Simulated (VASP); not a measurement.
# C (P6_3/mmc) in VASP: further runs

The runs below take C through relaxation of cell and atoms, with PBE.

Everything below comes from runs of VASP 6.6.1. Logs are shortened: lines on timing, memory, paths and dates and some standing lists are left out, and cuts for length are marked.

## 1. The cell of the first run

Symmetry: P6_3/mmc, No. 194, hexagonal system. Conventional cell: a = 2.374 Å, b = 2.374 Å, c = 2.169 Å, α = 90.00°, β = 90.00°, γ = 120.00°. Within 2.4 Å of C (site symmetry -6m2) lie 14 C at 1.75 to 2.37 Å.

## 2. Relaxation of cell and atoms, PBE, target pressure 49 GPa, at which the enthalpy is minimised

INCAR

```
ALGO = Normal
EDIFF = 1E-6
EDIFFG = -0.005
ENCUT = 600
GGA = PE
IBRION = 2
ISIF = 3
ISMEAR = -1
LASPH = T
LCHARG = F
LREAL = F
LWAVE = F
NELM = 60
NSW = 32
PREC = Accurate
PSTRESS = 490.0
SIGMA = 0.08
```

KPOINTS

```
k-points
0
Gamma
  22 22 12
```

POSCAR

```
C
1.0
    2.3744527631      0.0000000000      0.0000000000
   -1.1872263816      2.0563364129      0.0000000000
    0.0000000000      0.0000000000      2.1690792070
C
2
Direct
    0.3333333333      0.6666666667      0.2500000000
    0.6666666667      0.3333333333      0.7500000000
```

Potentials or basis: VASP PAW PBE potentials, release 64 (C).

The run is started by

```
cat potpaw_PBE.64/C/POTCAR > POTCAR
mpirun -np 1 vasp_std > vasp.out
```

OUTCAR:

```text
EDIFF = 1E-6
   EDIFFG = -0.005
   ENCUT = 600
   GGA = PE
   IBRION = 2
   ISIF = 3
   ISMEAR = -1
   LASPH = T
   LREAL = F
   NELM = 60
   NSW = 32
   PREC = Accurate
   PSTRESS = 490.0

 ion  position               nearest neighbor table
   1  0.333  0.667  0.250-   2 1.75   2 1.75   2 1.75   2 1.75   2 1.75   2 1.75
   2  0.667  0.333  0.750-   1 1.75   1 1.75   1 1.75   1 1.75   1 1.75   1 1.75

  LATTYP: Found a hexagonal cell.
 ALAT       =     2.3744527631
 C/A-ratio  =     0.9135069944

  Lattice vectors:

 A1 = (   2.3744527631,   0.0000000000,   0.0000000000)
 A2 = (  -1.1872263816,   2.0563364129,   0.0000000000)
 A3 = (   0.0000000000,   0.0000000000,   2.1690792070)

Analysis of symmetry for initial positions (statically):
=====================================================================
 Subroutine PRICEL returns:
 Original cell was already a primitive cell.

 Routine SETGRP: Setting up the symmetry group for a
 hexagonal supercell.

 Subroutine GETGRP returns: Found 24 space group operations
 (whereof 12 operations were pure point group operations)
 out of a pool of 24 trial point group operations.

The static configuration has the point symmetry D_3d.
 The point group associated with its full space group is D_6h.

Analysis of symmetry for dynamics (positions and initial velocities):
=====================================================================
 Subroutine PRICEL returns:
 Original cell was already a primitive cell.

 Routine SETGRP: Setting up the symmetry group for a
 hexagonal supercell.

 Subroutine GETGRP returns: Found 24 space group operations
 (whereof 12 operations were pure point group operations)
 out of a pool of 24 trial point group operations.

The dynamic configuration has the point symmetry D_3d.
 The point group associated with its full space group is D_6h.

 Subroutine INISYM returns: Found 24 space group operations
 (whereof 12 operations are pure point group operations),
 and found     1 'primitive' translations

----------------------------------------------------------------------------------------

                                     Primitive cell

  volume of cell :      10.5909

  direct lattice vectors                    reciprocal lattice vectors
     2.374452763  0.000000000  0.000000000     0.421149671  0.243150876  0.000000000
    -1.187226382  2.056336413  0.000000000     0.000000000  0.486301752  0.000000000
     0.000000000  0.000000000  2.169079207     0.000000000  0.000000000  0.461025119

  length of vectors
     2.374452763  2.374452763  2.169079207     0.486301752  0.486301752  0.461025119

  position of ions in fractional coordinates (direct lattice)
     0.333333333  0.666666667  0.250000000
     0.666666667  0.333333333  0.750000000

  ion indices of the primitive-cell ions
   primitive index   ion index
                 1           1
                 2           2

----------------------------------------------------------------------------------------

 KPOINTS: k-points

Automatic generation of k-mesh.
 Grid dimensions read from file:
 generate k-points for:   22   22   12

 Generating k-lattice:

  Cartesian coordinates                     Fractional coordinates (reciprocal lattice)
     0.019143167  0.011052313  0.000000000     0.045454545 -0.000000000  0.000000000
     0.000000000  0.022104625  0.000000000     0.000000000  0.045454545  0.000000000
     0.000000000  0.000000000  0.038418760     0.000000000  0.000000000  0.083333333

  Length of vectors
     0.022104625  0.022104625  0.038418760

  Shift w.r.t. Gamma in fractional coordinates (k-lattice)
     0.000000000  0.000000000  0.000000000

 Subroutine IBZKPT returns following result:
 ===========================================

 Found    364 irreducible k-points:

 Following reciprocal coordinates:
            Coordinates               Weight
  0.000000  0.000000  0.000000      1.000000
  0.045455 -0.000000  0.000000      6.000000
  0.090909 -0.000000  0.000000      6.000000
  0.136364  0.000000  0.000000      6.000000
  0.181818 -0.000000  0.000000      6.000000
  0.227273  0.000000  0.000000      6.000000
[... 16 lines left out ...]
  0.090909  0.090909  0.000000      6.000000
  0.136364  0.090909  0.000000     12.000000
 [... further k-points ...]
   k-points           NKPTS =    364   k-points in BZ     NKDIM =    364   number of bands    NBANDS=      8
   number of dos      NEDOS =    301   number of ions     NIONS =      2
   total plane-waves  NPLWV =   7200
   dimension x,y,z NGX =    20 NGY =   20 NGZ =   18
   dimension x,y,z NGXF=    40 NGYF=   40 NGZF=   36
   ions per type =               2
   NGX,Y,Z   is equivalent  to a cutoff of  14.00, 14.00, 13.80 a.u.
   NGXF,Y,Z  is equivalent  to a cutoff of  28.01, 28.01, 27.59 a.u.
 SYSTEM =  unknown system
   PREC   = accura    normal or accurate (medium, high low for compatibility)
   ISTART =      0    job   : 0-new  1-cont  2-samecut
   ICHARG =      2    charge: 1-file 2-atom 10-const
   ISPIN  =      1    spin polarized calculation?
   LNONCOLLINEAR =      F non collinear calculations
   LSORBIT =      F    spin-orbit coupling
   LASPH  =      T    aspherical Exc in radial PAW
   ENCUT  =  600.0 eV  44.10 Ry    6.64 a.u.   4.74  4.74  4.33*2*pi/ulx,y,z
   NELM   =     60;   NELMIN=  2; NELMDL= -5     # of ELM steps
   EDIFF  = 0.1E-05   stopping-criterion for ELM
   LREAL  =      F    real-space projection
   EDIFFG = -.5E-02   stopping-criterion for IOM
   NSW    =     32    number of steps for IOM
   IBRION =      2    ionic relax: 0-MD 1-quasi-New 2-CG
   NFREE  =      1    steps in history (QN), initial steepest desc. (CG)
   ISIF   =      3    stress and relaxation
   ISYM   =      2    0-nonsym 1-usesym 2-fastsym
   POTIM  = 0.5000    time-step for ionic-motion
   TEBEG  =    0.0;   TEEND  =   0.0 temperature during run
   PSTRESS=  490.0 pullay stress
   NELECT =       8.0000    total number of electrons
   NUPDOWN=      -1.0000    fix difference up-down
   EMIN   =  10.00;   EMAX   =-10.00  energy-range for DOS
   EFERMI =   0.00;   METHOD = LEGACY
   ISMEAR =    -1;   SIGMA  =   0.08  broadening in eV -4-tet -1-fermi 0-gaus
   EFERMI_NEDOS =   21; number of points for ismear=-14 and -15
   IALGO  =     38    algorithm
   IMIX   =      4    mixing-type and parameters
     AMIX     =   0.40;   BMIX     =  1.00
     AMIX_MAG =   1.60;   BMIX_MAG =  1.00
  volume/ion in A,a.u.               =       5.30        35.74
  Fermi-wavevector in a.u.,A,eV,Ry     =   1.490941  2.817470 30.244459  2.222905
  Thomas-Fermi vector in A             =   2.603659
   LORBIT       =      0    0 simple, 1 ext, 2 COOP (PROOUT), +10 PAW based schemes
   GGA     = PE    functional components
   LHFCALC =     F    Hartree Fock is set to
   AEXX    =    0.0000 exact exchange contribution
   IVDW    =     0    specifies the selected vdW correction
   LEPSILON=     F    determine dielectric tensor
   LRPA    =     F    only Hartree local field effects (RPA)
 conjugate gradient relaxation of ions
 non-spin polarized calculation
  energy-cutoff  :      600.00
  volume of cell :       10.59
 maximum number of plane-waves:       367
 NGX is ok and might be reduce to    20
   NGX =  9   NGY =  9   NGZ =  9

 number of electron       8.0000000 magnetization

 Free energy of the ion-electron system (eV)
  ---------------------------------------------------
  ext. energy  EPLUGINS =         0.00000000
  ---------------------------------------------------
  free energy    TOTEN  =       -11.72305171 eV

  energy without entropy =      -11.71283292  energy(sigma->0) =      -11.71794231

 E-fermi :  11.5258     XC(G=0): -14.0771

 val. band max:       11.5207106676   @ k =   0.4545   0.0455   0.2500
 cond. band min:      11.5468365289   @ k =   0.0909  -0.0000   0.2500
 fundamental gap:      0.0261258612
 Fermi energy:        11.5258391932

 k-point     1 :       0.0000    0.0000    0.0000
  band No.  band energies     occupation
      1     -11.3562      2.00000
      2       9.2793      2.00000
      3      10.5743      1.99999
      4      10.5743      1.99999
      5      18.1179      0.00000
      6      18.1180      0.00000
      7      19.0505      0.00000
      8      25.0040      0.00000

 k-point     2 :       0.0455   -0.0000    0.0000
  band No.  band energies     occupation
      1     -11.2967      2.00000
      2       9.3337      2.00000
      3      10.2260      2.00000
      4      10.4251      2.00000
      5      18.1223      0.00000
      6      18.3187      0.00000
      7      19.1249      0.00000
      8      25.2000      0.00000

 k-point     3 :       0.0909   -0.0000    0.0000
  band No.  band energies     occupation
      1     -11.1182      2.00000
      2       9.2916      2.00000
      3       9.4963      2.00000
      4      10.0276      2.00000
      5      18.0512      0.00000
      6      18.8651      0.00000
      7      19.3577      0.00000
      8      25.3148      0.00000

 k-point     4 :       0.1364    0.0000    0.0000
  band No.  band energies     occupation
      1     -10.8209      2.00000
      2       7.9833      2.00000
      3       9.4859      2.00000
      4       9.7651      2.00000
      5      17.8534      0.00000
      6      19.6364      0.00000
      7      19.6931      0.00000
      8      24.7379      0.00000

 k-point     5 :       0.1818   -0.0000    0.0000
  band No.  band energies     occupation
      1     -10.4059      2.00000
      2       6.4739      2.00000
      3       8.8927      2.00000
      4      10.1362      2.00000
      5      17.5741      0.00000
      6      20.0605      0.00000
      7      20.5131      0.00000
      8      23.9866      0.00000
[... 177 lines left out ...]
 k-point    22 :       0.4545    0.0455    0.0000
  band No.  band energies     occupation
      1      -5.2031      2.00000
      2      -3.0632      2.00000
      3       6.1768      2.00000
      4      13.8365      0.00000
      5      16.5123      0.00000
      6      18.3182      0.00000
      7      22.3351      0.00000
      8      24.1183      0.00000

 k-point    23 :       0.0909    0.0909    0.0000
  band No.  band energies     occupation
      1     -10.6429      2.00000
      2       7.5297      2.00000
      3       8.8693      2.00000
      4       9.9252      2.00000
      5      18.4784      0.00000
      6      19.0655      0.00000
      7      20.2009      0.00000
      8      24.4107      0.00000

 k-point    24 :       0.1364    0.0909    0.0000
  band No.  band energies     occupation
      1     -10.2283      2.00000
      2       6.2598      2.00000
      3       8.0928      2.00000
      4      10.2941      2.00000
      5      18.4821      0.00000
      6      19.5324      0.00000
      7      20.7362      0.00000
      8      23.6892      0.00000

 [... further k-points ...]

------------------------ aborting loop because EDIFF is reached ----------------------------------------

  FORCE on cell =-STRESS in cart. coord.  units (eV):
  Direction    XX          YY          ZZ          XY          YZ          ZX
  --------------------------------------------------------------------------------------
  -------------------------------------------------------------------------------------
  Total        3.2362706      3.2362706      3.2294575     -0.0000000     -0.0000000      0.0000000
  in kB      489.5784631    489.5784631    488.5477875     -0.0000000     -0.0000000      0.0000000
  external PRESSURE =      -0.7650955 kB  Pullay stress =     490.0000000 kB

 VOLUME and BASIS-vectors are now :
 -----------------------------------------------------------------------------
  energy-cutoff  :      600.00
  volume of cell :       10.59
      direct lattice vectors                 reciprocal lattice vectors
     2.374452763  0.000000000  0.000000000     0.421149671  0.243150876  0.000000000
    -1.187226382  2.056336413  0.000000000     0.000000000  0.486301752  0.000000000
     0.000000000  0.000000000  2.169079207     0.000000000  0.000000000  0.461025119

 POSITION                                       TOTAL-FORCE (eV/Angst)
 -----------------------------------------------------------------------------------
     -0.00000      1.37089      0.54227        -0.000000      0.000000      0.000000
      1.18723      0.68545      1.62681         0.000000     -0.000000      0.000000
 -----------------------------------------------------------------------------------
    total drift:                               -0.000000      0.000000     -0.000000

  FREE ENERGIE OF THE ION-ELECTRON SYSTEM (eV)
  ---------------------------------------------------
  free  energy   TOTEN  =       -11.7230517054 eV

  energy  without entropy=      -11.7128329178  energy(sigma->0) =      -11.71794231

  enthalpy is  TOTEN    =        -8.4839945689 eV   P V=        3.2390571365

 reached required accuracy - stopping structural energy minimisation
```

It took 27 s on 1 thread of AMD EPYC 7R13, shared host; peak memory 0.11 GiB.

What came out:

* Free energy: -11.7231 eV
* Pressure after relaxing: 48.9 GPa
* Band gap on the k mesh: zero (bands 4 and 5 overlap by 9.25 eV)

Final structure:
```yaml
crystal:
  lattice:
    - [2.37445, 0.00000, 0.00000]
    - [-1.18723, 2.05634, 0.00000]
    - [0.00000, 0.00000, 2.16908]
  atoms:
    - { symbol: C, position: [0.33333, 0.66667, 0.25000] }
    - { symbol: C, position: [0.66667, 0.33333, 0.75000] }
```

Levels at points of the mesh, in eV from the Fermi level:
```csv
k point,band 1,band 2,band 3,band 4,band 5,band 6,band 7,band 8
"(0.00, 0.00, 0.00)",-22.88,-2.25,-0.95,-0.95,6.59,6.59,7.52,13.48
"(0.50, 0.00, 0.00)",-16.58,-14.85,-5.05,2.33,4.65,6.76,10.82,12.65
"(0.00, 0.00, 0.50)",-16.45,-16.45,4.18,4.18,4.18,4.18,10.46,10.46
"(0.50, 0.00, 0.50)",-11.15,-11.15,-7.29,-7.29,1.59,1.59,8.98,8.98
```

Caveat: the cell is relaxed towards a set pressure, so the run minimises the enthalpy, not the energy.

## 3. Relaxation of cell and atoms, PBE, target pressure 49 GPa, at which the enthalpy is minimised

This run uses another cell than the first one, of 5.87 Å³/atom.

INCAR

```
PREC = Accurate
ENCUT = 600
EDIFF = 1E-7
ISMEAR = -1
SIGMA = 0.08
LREAL = False
LASPH = True
NELM = 100
ALGO = Normal
ISIF = 3
LWAVE = False
LCHARG = False
GGA = PE
IBRION = 2
NSW = 60
EDIFFG = -0.005
PSTRESS = 490.0
```

KPOINTS

```
Automatic mesh
0
Gamma
  22 22 12
```

POSCAR

```
C
1.0
    2.0302811623      0.0000000000      0.0000000000
   -1.0151405812      1.7582750634      0.0000000000
    0.0000000000      0.0000000000      3.2890554830
C
2
Direct
    0.3333333333      0.6666666667      0.2500000000
    0.6666666667      0.3333333333      0.7500000000
```

Potentials or basis: VASP PAW PBE potentials, release 64 (C).

The run is started by

```
cat potpaw_PBE.64/C/POTCAR > POTCAR
mpirun -np 1 vasp_std > vasp.out
```

Wall time 5.7 min (1 thread of AMD EPYC 7R13, shared host); peak memory 0.12 GiB.

It converged, with:

```yaml
Free_energy: -11.7202 eV
Relaxed_volume: 5.29 Å³/atom
Relaxed_cell: a = 2.373 Å, b = 2.373 Å, c = 2.170 Å, α = 90.00°, β = 90.00°, γ = 120.00°
Space_group_after_relaxing_to_0.1_Å: P6_3/mmc (No. 194)
Energy_change_on_relaxing_the_run_minimises_the_enthalpy: -1227.3 meV/atom
Ionic_steps: 23
Pressure_after_relaxing: 49.0 GPa
Band_gap_on_the_k_mesh: zero (bands 4 and 5 overlap by 9.26 eV)
```

The path:
```tsv
step	energy change (eV)	largest force (eV/Å)	pressure (GPa)	volume (Å³)
1	0.0000	0.0000	34.30	11.74
2	0.2517	0.0000	57.99	10.85
3	0.1545	0.0000	49.14	11.14
4	0.1549	0.0000	49.35	11.13
5	0.1563	0.0000	50.07	11.12
6	0.1622	0.0000	51.95	11.09
7	0.1453	0.0000	56.76	11.00
8	-0.3052	0.0000	55.71	10.76
9	-2.0952	0.0000	78.23	9.95
10	-1.8490	0.0000	115.66	9.47
11	-2.0710	0.0000	94.53	9.72
12	-2.0449	0.0000	98.50	9.67
13	-2.0908	0.0000	93.50	9.75
14	-2.2159	0.0000	79.35	9.98
15	-2.4134	0.0000	54.49	10.46
16	-2.4500	0.0000	49.30	10.57
17	-2.4556	0.0000	48.47	10.59
18	-2.4563	0.0000	48.46	10.59
19	-2.4579	0.0000	48.44	10.60
20	-2.4583	0.0000	48.44	10.60
21	-2.4583	0.0000	48.45	10.60
22	-2.4566	0.0000	48.70	10.59
23	-2.4545	0.0000	49.01	10.58
```

Final structure:
```
C
1.0
     2.37334    0.00000    0.00000
    -1.18667    2.05537    0.00000
     0.00000    0.00000    2.16971
C
2
Direct
  0.33333 0.66667 0.25000
  0.66667 0.33333 0.75000
```

Levels at points of the mesh, in eV from the Fermi level:
| k point | band 1 | band 2 | band 3 | band 4 | band 5 | band 6 | band 7 | band 8 |
| --- | --- | --- | --- | --- | --- | --- | --- | --- |
| (0.00, 0.00, 0.00) | -22.89 | -2.27 | -0.93 | -0.93 | 6.61 | 6.61 | 7.53 | 13.48 |
| (0.50, 0.00, 0.00) | -16.57 | -14.84 | -5.04 | 2.31 | 4.66 | 6.75 | 10.82 | 12.66 |
| (0.00, 0.00, 0.50) | -16.46 | -16.46 | 4.20 | 4.20 | 4.20 | 4.20 | 10.48 | 10.48 |
| (0.50, 0.00, 0.50) | -11.15 | -11.15 | -7.30 | -7.30 | 1.60 | 1.60 | 8.99 | 8.99 |

Caveat: the cell is relaxed towards a set pressure, so the run minimises the enthalpy, not the energy; a cell axis changed by over 15 % at a fixed basis, so the end point is rough.

The gap in the log of VASP goes by the Fermi energy; the results here count the filled bands.